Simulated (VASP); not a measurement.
# Be3BiAs: single point with PBE

The system is Be3BiAs.

```
CELL_PARAMETERS angstrom
4.69786 0.00000 0.00000
0.00000 4.69786 0.00000
0.00000 0.00000 4.69786
ATOMIC_POSITIONS crystal
As 0.00000 0.00000 0.00000
Bi 0.50000 0.50000 0.50000
Be 0.50000 0.50000 0.00000
Be 0.50000 0.00000 0.50000
Be 0.00000 0.50000 0.50000
```

```json
{
  "Program": "VASP 6.6.1",
  "Task": "single point",
  "Functional": "PBE",
  "Potentials or basis": "VASP PAW PBE potentials, release 64 (As, Bi_d, Be)",
  "Cutoff": "600 eV",
  "k mesh": "4 × 4 × 4",
  "Occupations": "gaussian, width 0.05 eV",
  "Spin": "no spin polarisation",
  "Dipole correction": "no",
  "Further INCAR settings": "ALGO = Normal; EDIFF = 1e-06; NBANDS = 21"
}
```

- Pressure: 0.0 GPa
- Band gap on the k mesh: zero (bands 13 and 14 overlap by 0.33 eV)

Levels at points of the mesh, in eV from the Fermi level:
```csv
k point,band 9,band 10,band 11,band 12,band 13,band 14,band 15,band 16,band 17,band 18
"(0.00, 0.00, 0.00)",-4.38,-4.38,-0.46,-0.46,0.12,0.12,0.12,0.95,3.16,3.16
"(0.50, 0.00, 0.00)",-3.87,-3.87,-2.33,-0.80,-0.80,0.18,1.50,3.13,3.13,3.28
"(0.50, 0.50, 0.00)",-5.75,-3.51,-0.05,-0.05,0.01,0.04,0.11,1.59,1.59,4.08
"(0.50, 0.50, 0.50)",-4.99,-4.99,-2.78,-2.78,-2.78,4.19,4.19,4.30,4.30,4.30
```

Wall time 50 s on 1 thread of Intel Xeon 8259CL (shared host), peak memory 0.26 GiB.

Caveat: spin-orbit coupling is left out, which moves the levels of the heavy elements.
